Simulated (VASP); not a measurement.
Write the native input for VASP 6.6.1 that does the following.

| Property | Result |
| --- | --- |
| Task | single point |
| Functional | LDA |
| Potentials or basis | VASP PAW LDA potentials, release 64 (Ir) |
| Cutoff | 500 eV |
| k mesh | 18 × 18 × 10 |
| Occupations | gaussian, width 0.15 eV |
| Spin | no spin polarisation |
| Dipole correction | no |
| Further INCAR settings | ALGO = Normal; EDIFF = 1e-06; NBANDS = 16 |

The structure of Ir lies in POSCAR:

```
Ir
1.0
    2.7052686553      0.0000000000      0.0000000000
   -1.3526343277      2.3428313795      0.0000000000
    0.0000000000      0.0000000000      4.5032000000
Ir
2
Direct
    0.6666666667      0.3333333333      0.7500000000
    0.3333333333      0.6666666667      0.2500000000
```

One way to write it, as run:

INCAR

```
ALGO = Normal
EDIFF = 1E-6
ENCUT = 500
GGA = CA
GGA_COMPAT = False
ISIF = 2
ISMEAR = 0
LASPH = True
LCHARG = False
LREAL = False
LWAVE = False
NBANDS = 16
NELM = 120
PREC = Accurate
SIGMA = 0.15
```

KPOINTS

```
k-points
0
Gamma
  18 18 10
```

Potentials or basis: VASP PAW LDA potentials, release 64 (Ir).

Run with:

```sh
$ cat potpaw_LDA.64/Ir/POTCAR > POTCAR
$ mpirun -np 1 vasp_std > vasp.out
```

Results of the run:

```
Pressure               : -7.4 GPa
Band gap on the k mesh : zero (band 9 reaches 11.36 eV, above the bottom of band 10 at 7.91 eV)
```

Caveat: spin-orbit coupling is left out, which moves the levels of the heavy elements.

Run time: 69 s on 1 thread of Intel Xeon 6975P-C, with other jobs on the host, peak memory 0.2 GiB.
